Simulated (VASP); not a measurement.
# SnO (Romarchite) (P4/nmm) in VASP: further runs

Runs on SnO (Romarchite). Level: LDA. Tasks: single point.

Program: VASP 6.6.1. These are calculated values, not measurements. Logs are shortened: lines on timing, memory, paths and dates and some standing lists are left out, and cuts for length are marked.

**1. The cell of the first run**

It takes space group P4/nmm (No. 129, tetragonal). Conventional cell: a = 3.799 Å, b = 3.799 Å, c = 4.841 Å, α = 90.00°, β = 90.00°, γ = 90.00°. Within 2.9 Å of Sn (site symmetry 4mm) lie 4 O at 2.22 Å. O (site symmetry -4m2) has 4 Sn at 2.22 Å and 4 O at 2.69 Å within 2.9 Å.

**2. Single point, LDA**

INCAR

```
PREC = Accurate
ENCUT = 520
EDIFF = 1E-6
ISMEAR = 0
SIGMA = 0.01
LREAL = F
LASPH = T
NELM = 100
ALGO = Normal
ISIF = 2
LWAVE = F
LCHARG = T
GGA = CA
LELF = T
LVHAR = T
NBANDS = 28
```

KPOINTS

```
regular mesh
0
Gamma
  6 6 6
```

POSCAR

```
SnO
1.0
    3.7986000000      0.0000000000      0.0000000000
    0.0000000000      3.7986000000      0.0000000000
    0.0000000000      0.0000000000      4.8408000000
Sn O
2 2
Direct
    0.5000000000      0.0000000000      0.2369000000
    0.0000000000      0.5000000000      0.7631000000
    0.0000000000      0.0000000000      0.0000000000
    0.5000000000      0.5000000000      0.0000000000
```

Potentials or basis: VASP PAW LDA potentials, release 64 (Sn_d, O).

Run with:

```console
cat potpaw_LDA.64/Sn_d/POTCAR potpaw_LDA.64/O/POTCAR > POTCAR
mpirun -np 1 vasp_std > vasp.out
```

OUTCAR:

```text
PREC = Accurate
   ENCUT = 520
   EDIFF = 1E-6
   ISMEAR = 0
   LREAL = F
   LASPH = T
   NELM = 100
   ISIF = 2
   GGA = CA

 ion  position               nearest neighbor table
   1  0.500  0.000  0.237-   3 2.22   4 2.22   4 2.22   3 2.22   2 3.53   2 3.53   2 3.53   2 3.53
                             2 3.70   2 3.70   2 3.70   2 3.70
   2  0.000  0.500  0.763-   3 2.22   4 2.22   3 2.22   4 2.22   1 3.53   1 3.53   1 3.53   1 3.53
                             1 3.70   1 3.70   1 3.70   1 3.70
   3  0.000  0.000  0.000-   1 2.22   2 2.22   2 2.22   1 2.22
   4  0.500  0.500  0.000-   1 2.22   2 2.22   1 2.22   2 2.22

  LATTYP: Found a simple tetragonal cell.
 ALAT       =     3.7986000000
 C/A-ratio  =     1.2743642395

  Lattice vectors:

 A1 = (   3.7986000000,   0.0000000000,   0.0000000000)
 A2 = (   0.0000000000,   3.7986000000,   0.0000000000)
 A3 = (   0.0000000000,   0.0000000000,   4.8408000000)

Analysis of symmetry for initial positions (statically):
=====================================================================
 Subroutine PRICEL returns:
 Original cell was already a primitive cell.

 Routine SETGRP: Setting up the symmetry group for a
 simple tetragonal supercell.

 Subroutine GETGRP returns: Found 16 space group operations
 (whereof  8 operations were pure point group operations)
 out of a pool of 16 trial point group operations.

The static configuration has the point symmetry D_2d.
 The point group associated with its full space group is D_4h.

Analysis of symmetry for dynamics (positions and initial velocities):
=====================================================================
 Subroutine PRICEL returns:
 Original cell was already a primitive cell.

 Routine SETGRP: Setting up the symmetry group for a
 simple tetragonal supercell.

 Subroutine GETGRP returns: Found 16 space group operations
 (whereof  8 operations were pure point group operations)
 out of a pool of 16 trial point group operations.

The dynamic configuration has the point symmetry D_2d.
 The point group associated with its full space group is D_4h.

 Subroutine INISYM returns: Found 16 space group operations
 (whereof  8 operations are pure point group operations),
 and found     1 'primitive' translations

----------------------------------------------------------------------------------------

[... 94 lines left out ...]
   ENCUT  =  520.0 eV  38.22 Ry    6.18 a.u.   7.06  7.06  9.00*2*pi/ulx,y,z
   NELM   =    100;   NELMIN=  2; NELMDL= -5     # of ELM steps
   EDIFF  = 0.1E-05   stopping-criterion for ELM
   LREAL  =      F    real-space projection
   EDIFFG = 0.1E-04   stopping-criterion for IOM
   NSW    =      0    number of steps for IOM
   IBRION =     -1    ionic relax: 0-MD 1-quasi-New 2-CG
   NFREE  =      0    steps in history (QN), initial steepest desc. (CG)
   ISIF   =      2    stress and relaxation
   ISYM   =      2    0-nonsym 1-usesym 2-fastsym
   POTIM  = 0.5000    time-step for ionic-motion
   TEBEG  =    0.0;   TEEND  =   0.0 temperature during run
   PSTRESS=    0.0 pullay stress
   NELECT =      40.0000    total number of electrons
   NUPDOWN=      -1.0000    fix difference up-down
   EMIN   =  10.00;   EMAX   =-10.00  energy-range for DOS
   EFERMI =   0.00;   METHOD = LEGACY
   ISMEAR =     0;   SIGMA  =   0.01  broadening in eV -4-tet -1-fermi 0-gaus
   EFERMI_NEDOS =   21; number of points for ismear=-14 and -15
   IALGO  =     38    algorithm
   IMIX   =      4    mixing-type and parameters
     AMIX     =   0.40;   BMIX     =  1.00
     AMIX_MAG =   1.60;   BMIX_MAG =  1.00
  volume/ion in A,a.u.               =      17.46       117.84
  Fermi-wavevector in a.u.,A,eV,Ry     =   1.359482  2.569048 25.146163  1.848191
  Thomas-Fermi vector in A             =   2.486226
   LORBIT       =      0    0 simple, 1 ext, 2 COOP (PROOUT), +10 PAW based schemes
   GGA     = CA    functional components
   LHFCALC =     F    Hartree Fock is set to
   AEXX    =    0.0000 exact exchange contribution
   IVDW    =     0    specifies the selected vdW correction
   LEPSILON=     F    determine dielectric tensor
   LRPA    =     F    only Hartree local field effects (RPA)
 non-spin polarized calculation
 Gauss-broadening in eV      SIGMA  =   0.01
  energy-cutoff  :      520.00
  volume of cell :       69.85
 maximum number of plane-waves:      1902
   NGX = 15   NGY = 15   NGZ = 19

 number of electron      39.9999994 magnetization

 Free energy of the ion-electron system (eV)
  ---------------------------------------------------
  ext. energy  EPLUGINS =         0.00000000
  ---------------------------------------------------
  free energy    TOTEN  =       -25.71114931 eV

  energy without entropy =      -25.71114931  energy(sigma->0) =      -25.71114931

 E-fermi :   6.9136     XC(G=0): -10.6768

 val. band max:        6.8618852630   @ k =   0.0000   0.0000   0.0000
 cond. band min:       6.9908522356   @ k =   0.5000   0.5000   0.0000
 fundamental gap:      0.1289669726
 Fermi energy:         6.9136338742

 k-point     1 :       0.0000    0.0000    0.0000
  band No.  band energies     occupation
      1     -14.9962      2.00000
      2     -14.5586      2.00000
      3     -14.5586      2.00000
      4     -14.5530      2.00000
      5     -14.5010      2.00000
      6     -14.4996      2.00000
[... 733 lines left out ...]
     27      16.0494      0.00000
     28      16.0494      0.00000

 [... further k-points ...]

------------------------ aborting loop because EDIFF is reached ----------------------------------------

  FORCE on cell =-STRESS in cart. coord.  units (eV):
  Direction    XX          YY          ZZ          XY          YZ          ZX
  --------------------------------------------------------------------------------------
  -------------------------------------------------------------------------------------
  Total       -0.8750705     -0.8750705     -0.7647297      0.0000000     -0.0000000      0.0000000
  in kB      -20.0719394    -20.0719394    -17.5409978      0.0000000     -0.0000000      0.0000000
  external PRESSURE =     -19.2282922 kB  Pullay stress =       0.0000000 kB

 VOLUME and BASIS-vectors are now :
 -----------------------------------------------------------------------------
  energy-cutoff  :      520.00
  volume of cell :       69.85
      direct lattice vectors                 reciprocal lattice vectors
     3.798600000  0.000000000  0.000000000     0.263254883  0.000000000  0.000000000
     0.000000000  3.798600000  0.000000000     0.000000000  0.263254883  0.000000000
     0.000000000  0.000000000  4.840800000     0.000000000  0.000000000  0.206577425

 POSITION                                       TOTAL-FORCE (eV/Angst)
 -----------------------------------------------------------------------------------
      1.89930      0.00000      1.14679         0.000000      0.000000     -0.006837
      0.00000      1.89930      3.69401        -0.000000      0.000000      0.006837
      0.00000      0.00000      0.00000         0.000000     -0.000000      0.000000
      1.89930      1.89930      0.00000         0.000000      0.000000      0.000000
 -----------------------------------------------------------------------------------
    total drift:                                0.000000      0.000000      0.000000

  FREE ENERGIE OF THE ION-ELECTRON SYSTEM (eV)
  ---------------------------------------------------
  free  energy   TOTEN  =       -25.7111493082 eV

  energy  without entropy=      -25.7111493082  energy(sigma->0) =      -25.71114931
```

stdout:

```text
POSCAR found type information on POSCAR SnO
 POSCAR found :  2 types and       4 ions
 scaLAPACK will be used
 LDA part: xc-table for (Slater(with rela. corr.)+CA(PZ))
 , standard interpolation
 POSCAR, INCAR and KPOINTS ok, starting setup
 FFT: planning ... GRIDC
 FFT: planning ... GRID_SOFT
 FFT: planning ... GRID
 WAVECAR not read
 entering main loop
```

It took 2.2 min on 1 thread of AMD EPYC 7R13, shared host; peak memory 0.16 GiB.

What came out:

```yaml
Free_energy: -25.7111 eV
Pressure: -1.9 GPa
Largest_force: 0.007 eV/Å
Band_gap_on_the_k_mesh: 0.13 eV, indirect (least direct gap 1.97 eV)
```

Forces on the atoms (eV/Å):
```
Sn   0.000  0.000 -0.007
Sn   0.000  0.000  0.007
O    0.000  0.000  0.000
O    0.000  0.000  0.000
```

Stress tensor (GPa, compression positive):
```
-2.01  0.00  0.00
 0.00 -2.01  0.00
 0.00  0.00 -1.75
```

Caveat: spin-orbit coupling is left out, which moves the levels of the heavy elements.

**3. Single point, LDA**

INCAR

```
SYSTEM = SnO
PREC     = Accurate       ! precision mode
ENCUT    = 520            ! plane-wave cutoff, eV
EDIFF    = 1E-7           ! SCF threshold, eV
ISMEAR   = 0              ! smearing method
SIGMA    = 0.01           ! smearing width, eV
LREAL    = .FALSE.        ! projectors in reciprocal space
LASPH    = .TRUE.         ! aspherical terms in the spheres
NELM     = 100            ! most SCF steps
ALGO     = Normal         ! electronic algorithm
ISIF     = 2              ! what is computed and relaxed
LWAVE    = .FALSE.        ! write WAVECAR
LCHARG   = .TRUE.         ! write CHGCAR
GGA      = CA             ! functional
LELF     = .TRUE.         ! ELF
LVHAR    = .TRUE.       
NBANDS   = 28             ! bands
```

KPOINTS

```
regular mesh
0
G
  8 8 6
  0 0 0
```

POSCAR is that of step 2.

Potentials or basis: VASP PAW LDA potentials, release 64 (Sn_d, O).

Run with:

```console
cat potpaw_LDA.64/Sn_d/POTCAR potpaw_LDA.64/O/POTCAR > POTCAR
mpirun -np 1 vasp_std > vasp.out
```

It took 3.5 min on 1 thread of AMD EPYC 7R13, shared host; peak memory 0.19 GiB.

The run converged. Its results:

```yaml
Free_energy: -25.7113 eV
Pressure: -1.9 GPa
Largest_force: 0.004 eV/Å
Band_gap_on_the_k_mesh: 0.12 eV, indirect (least direct gap 1.97 eV)
```

Forces on the atoms (eV/Å):
```
Sn   0.000  0.000 -0.004
Sn   0.000  0.000  0.004
O    0.000  0.000  0.000
O    0.000  0.000  0.000
```

Stress tensor (GPa, compression positive):
```
-2.01  0.00  0.00
 0.00 -2.01  0.00
 0.00  0.00 -1.76
```

Levels at points of the mesh, in eV from the valence-band top:
| k point | band 18 | band 19 | band 20 | band 21 | band 22 | band 23 |
| --- | --- | --- | --- | --- | --- | --- |
| (0.00, 0.00, 0.00) | -3.19 | -3.19 | -0.01 | 2.07 | 4.20 | 4.74 |
| (0.50, 0.00, 0.00) | -4.90 | -2.68 | -2.68 | 3.16 | 3.16 | 5.90 |
| (0.50, 0.50, 0.00) | -2.51 | -1.86 | -1.86 | 0.12 | 0.12 | 4.41 |
| (0.00, 0.00, 0.50) | -3.21 | -3.10 | -2.18 | 1.52 | 2.95 | 2.95 |
| (0.50, 0.00, 0.50) | -4.87 | -1.70 | -1.70 | 2.57 | 2.57 | 5.42 |
| (0.50, 0.50, 0.50) | -2.66 | -2.52 | -2.52 | 2.40 | 2.40 | 4.00 |

Caveat: spin-orbit coupling is left out, which moves the levels of the heavy elements.
